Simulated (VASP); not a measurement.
# Mg8S9 (a cell with a defect) in VASP: a series of runs, part 3 of 3

VASP 6.6.1. Earlier steps stand in the parts before.

## Step 5: Single point, PBEsol

The input, INCAR:

```
SYSTEM = Mg8S9
PREC     = Accurate       ! precision mode
ENCUT    = 400            ! plane-wave cutoff, eV
EDIFF    = 1E-6           ! SCF threshold, eV
ISMEAR   = -1             ! smearing method
SIGMA    = 0.05           ! smearing width, eV
LREAL    = Auto         
LASPH    = .True.         ! aspherical terms in the spheres
NELM     = 120            ! most SCF steps
ALGO     = Normal         ! electronic algorithm
ISIF     = 2              ! what is computed and relaxed
LWAVE    = .False.        ! write WAVECAR
LCHARG   = .False.        ! write CHGCAR
GGA      = PS             ! functional
NBANDS   = 49             ! bands
NELECT   = 72.0         
GGA_COMPAT= .False.      
ISYM     = -1
```

The input, KPOINTS:

```
explicit points
4
Reciprocal
  0.25000000   0.25000000   0.25000000 2
  0.25000000   0.25000000   0.75000000 2
  0.25000000   0.75000000   0.25000000 2
  0.25000000   0.75000000   0.75000000 2
```

The input, POSCAR:

```
Mg8S9
1.0
    0.0000000000      5.6515320000      5.6515320000
    5.6515320000      0.0000000000      5.6515320000
    5.6515320000      5.6515320000      0.0000000000
Mg S
8 9
Direct
    0.0156390000      0.9893790000      0.0073530000
    0.5132820000      0.5077190000      0.4916360000
    0.0002830000      0.9928390000      0.5093510000
    0.5006570000      0.5178030000      0.9915070000
    0.9923640000      0.5119510000      0.0051650000
    0.5005240000      0.0017410000      0.5081700000
    0.4970160000      0.9898170000      0.0028750000
    0.9972410000      0.5013310000      0.5037350000
    0.1454780000      0.1398320000      0.1026150000
    0.6252930000      0.6332390000      0.4702820000
    0.1179010000      0.1328270000      0.6301610000
    0.6194550000      0.6234620000      0.1158510000
    0.1310300000      0.6408240000      0.1246010000
    0.6286090000      0.1109710000      0.6232130000
    0.6215300000      0.1318980000      0.1113080000
    0.1189290000      0.6338620000      0.6181070000
    0.6223670000      0.6484680000      0.7532970000
```

Potentials or basis: VASP PAW PBE potentials, release 64 (Mg, S).

Started as:

```bash
$ cat potpaw_PBE.64/Mg/POTCAR potpaw_PBE.64/S/POTCAR > POTCAR
$ mpirun -np 1 vasp_std > vasp.out
```

OUTCAR:

```text
SYSTEM = Mg8S9
   PREC = Accurate
   ENCUT = 400
   EDIFF = 1E-6
   ISMEAR = -1
   LREAL = Auto
   LASPH = .True.
   NELM = 120
   ISIF = 2
   GGA = PS
   NELECT = 72.0
   ISYM = -1

 ion  position               nearest neighbor table
   1  0.016  0.989  0.007-  13 2.27   9 2.46  11 2.47  15 2.58
   2  0.513  0.508  0.492-  10 1.55  12 2.46  16 2.57  14 2.59
[... 384 lines left out ...]
  -------------------------------------------------------------------------------------
  Total       37.5996028     36.3293418     84.8612182     19.7797835      4.6394633     10.1256541
  in kB      166.8650070    161.2276574    376.6095042     87.7816110     20.5896878     44.9371061
  external PRESSURE =     234.9007228 kB  Pullay stress =       0.0000000 kB

 VOLUME and BASIS-vectors are now :
 -----------------------------------------------------------------------------
  energy-cutoff  :      400.00
  volume of cell :      361.02
      direct lattice vectors                 reciprocal lattice vectors
     0.000000000  5.651532000  5.651532000    -0.088471586  0.088471586  0.088471586
     5.651532000  0.000000000  5.651532000     0.088471586 -0.088471586  0.088471586
     5.651532000  5.651532000  0.000000000     0.088471586  0.088471586 -0.088471586

 POSITION                                       TOTAL-FORCE (eV/Angst)
 -----------------------------------------------------------------------------------
      5.63306      0.12994      5.67989         0.862212     -1.049706      0.281946
      5.64789      5.67933      5.77022       -13.318965    -11.543375    -30.048957
      8.48967      2.88021      5.61266         0.104476     -0.450819      0.469347
      8.52991      8.43301      5.75586         6.704146      8.007269    -18.150331
      2.92250      5.63757      8.50168         0.122215     -0.230610      0.294384
      2.88178      5.70067      2.83857        -1.107552     -0.508394     -0.496836
[... 9 lines left out ...]
      7.07554      4.16538      4.25442        -0.239447      0.872511     -0.035528
      7.92212      7.77461      7.18216        -6.306869     -7.102208     18.080348
 -----------------------------------------------------------------------------------
    total drift:                                0.007365      0.006360      0.005687

  FREE ENERGIE OF THE ION-ELECTRON SYSTEM (eV)
  ---------------------------------------------------
  free  energy   TOTEN  =       -50.3014679861 eV

  energy  without entropy=      -50.2066411583  energy(sigma->0) =      -50.25405457
```

OSZICAR:

```text
N       E                     dE             d eps       ncg     rms          rms(c)
DAV:   1     0.340512206054E+03    0.34051E+03   -0.24459E+04   392   0.981E+02
DAV:   2    -0.226713198515E+02   -0.36318E+03   -0.35185E+03   516   0.184E+02
DAV:   3    -0.582714289908E+02   -0.35600E+02   -0.35346E+02   488   0.630E+01
DAV:   4    -0.589683314809E+02   -0.69690E+00   -0.69524E+00   480   0.103E+01
DAV:   5    -0.589859382781E+02   -0.17607E-01   -0.17601E-01   504   0.159E+00    0.171E+01
DAV:   6    -0.506099427946E+02    0.83760E+01   -0.15596E+01   463   0.127E+01    0.145E+01
DAV:   7    -0.506536211402E+02   -0.43678E-01   -0.61636E+00   472   0.650E+00    0.885E+00
DAV:   8    -0.509921231266E+02   -0.33850E+00   -0.52322E+00   486   0.624E+00    0.534E+00
DAV:   9    -0.503482436705E+02    0.64388E+00   -0.75773E-01   447   0.343E+00    0.221E+00
DAV:  10    -0.503152586393E+02    0.32985E-01   -0.70705E-01   504   0.191E+00    0.135E+00
DAV:  11    -0.503171911526E+02   -0.19325E-02   -0.27129E-01   455   0.120E+00    0.111E+00
DAV:  12    -0.503011735112E+02    0.16018E-01   -0.60853E-02   472   0.542E-01    0.231E-01
DAV:  13    -0.503014527128E+02   -0.27920E-03   -0.46423E-03   496   0.207E-01    0.101E-01
DAV:  14    -0.503014732706E+02   -0.20558E-04   -0.38542E-04   464   0.562E-02    0.611E-02
DAV:  15    -0.503014669848E+02    0.62858E-05   -0.80166E-05   496   0.300E-02    0.182E-02
DAV:  16    -0.503014670725E+02   -0.87655E-07   -0.27731E-05   488   0.142E-02    0.897E-03
DAV:  17    -0.503014679861E+02   -0.91358E-06   -0.29067E-06   384   0.618E-03
   1 F= -.50301468E+02 E0= -.50254055E+02  d E =-.948268E-01
```

stdout:

```text
POSCAR found type information on POSCAR MgS
 POSCAR found :  2 types and      17 ions
 scaLAPACK will be used
 -----------------------------------------------------------------------------
|                                                                             |
|                                                                             |
[... 18 lines left out ...]
|                                                                             |
 -----------------------------------------------------------------------------

 POSCAR, INCAR and KPOINTS ok, starting setup
 FFT: planning ... GRIDC
 FFT: planning ... GRID_SOFT
 FFT: planning ... GRID
 WAVECAR not read
 entering main loop
 the old and the new charge density differ
 old charge density:    70.00000 new   72.00000
    0.171E+01
```

Run time: 3.4 min. Hardware: 1 thread of Intel Xeon Platinum 8375C at 2.90GHz (Ice Lake), shared host; peak memory 0.36 GiB.

What came out:

```yaml
Free_energy: -50.3015 eV
Largest_force: 34.837 eV/Å
```

Forces in eV/Å, atoms in the order of the input:
```
Mg    0.862  -1.050   0.282
Mg  -13.319 -11.543 -30.049
Mg    0.104  -0.451   0.469
Mg    6.704   8.007 -18.150
Mg    0.122  -0.231   0.294
Mg   -1.108  -0.508  -0.497
Mg   -0.496   0.519   0.765
Mg    0.533  -0.759  -0.261
S     0.836  -0.266  -1.017
S    11.583  10.359  30.009
S    -0.350   0.142  -0.084
S     0.509   1.115   0.112
S    -0.634   0.299  -1.119
S     0.958   0.103   1.036
S     0.240   0.492   0.163
S    -0.239   0.873  -0.036
S    -6.307  -7.102  18.080
```

Levels at points of the mesh, in eV from the Fermi level:
```
           k point  band 32  band 33  band 34  band 35  band 36  band 37  band 38  band 39  band 40  band 41
(0.25, 0.25, 0.25)    -4.08    -3.94    -3.77    -3.27    -0.16    -0.07     0.00     0.10     0.89     0.95
```

Caveat: the cell carries a net charge on a neutralising background, which shifts energy and pressure; the cell is charged against a uniform background, so pressure and absolute levels hang on convention; atoms lie so close that the PAW spheres overlap strongly, which falsifies energies and pressures; the PAW data sets were made with another functional, which shifts forces and pressure a little.

## Step 6: Single point, PBEsol+D3(BJ)

The input, INCAR:

```
ALGO     = Normal         # electronic algorithm
EDIFF    = 1E-6           # SCF threshold, eV
ENCUT    = 400            # plane-wave cutoff, eV
GGA      = PS             # functional
GGA_COMPAT= False        
ISIF     = 2              # what is computed and relaxed
ISMEAR   = -1             # smearing method
ISYM     = -1           
IVDW     = 12             # dispersion correction
LASPH    = True           # aspherical terms in the spheres
LCHARG   = False          # write CHGCAR
LREAL    = Auto         
LWAVE    = False          # write WAVECAR
NBANDS   = 49             # bands
NELM     = 120            # most SCF steps
PREC     = Accurate       # precision mode
SIGMA    = 0.05           # smearing width, eV
```

KPOINTS is that of step 5.

POSCAR is that of step 5.

Potentials or basis: VASP PAW PBE potentials, release 64 (Mg, S).

Started as:

```bash
$ cat potpaw_PBE.64/Mg/POTCAR potpaw_PBE.64/S/POTCAR > POTCAR
$ mpirun -np 1 vasp_std > vasp.out
```

Wall time 3 min (1 thread of Intel Xeon Platinum 8375C at 2.90GHz (Ice Lake), shared host); peak memory 0.36 GiB.

Results (log left out):

- Free energy: -64.5587 eV
- Pressure: 12.8 GPa
- Largest force: 36.155 eV/Å
- Band gap on the k mesh: 2.08 eV
- Dispersion energy per atom: -0.249 eV

Forces on the atoms (eV/Å):
```
Mg    0.985  -1.130   0.460
Mg  -13.463 -11.688 -31.453
Mg    0.050  -0.493   0.693
Mg    6.719   8.146 -19.740
Mg   -0.383   0.167   0.520
Mg   -0.560  -1.150  -0.037
Mg    0.023   0.135   1.031
Mg    0.004  -0.173   0.092
S     0.897  -0.238  -1.072
S    13.810  12.167  30.372
S    -0.373   0.122  -0.082
S     0.469   0.862   0.846
S    -0.610   0.312  -1.143
S     0.902   0.103   1.033
S     0.231   0.559   0.144
S    -0.224   0.864  -0.026
S    -8.480  -8.563  18.361
```

Stress tensor (GPa, compression positive):
```
 4.25  4.51  4.50
 4.51  3.77  2.14
 4.50  2.14 30.36
```

Levels at points of the mesh, in eV from the valence-band top:
```
           k point  band 31  band 32  band 33  band 34  band 35  band 36  band 37  band 38  band 39  band 40
(0.25, 0.25, 0.25)    -0.68    -0.54    -0.51    -0.43    -0.21     2.08     3.50     3.70     3.80     4.36
```

Caveat: three body term missing; atoms lie so close that the PAW spheres overlap strongly, which falsifies energies and pressures; the PAW data sets were made with another functional, which shifts forces and pressure a little.
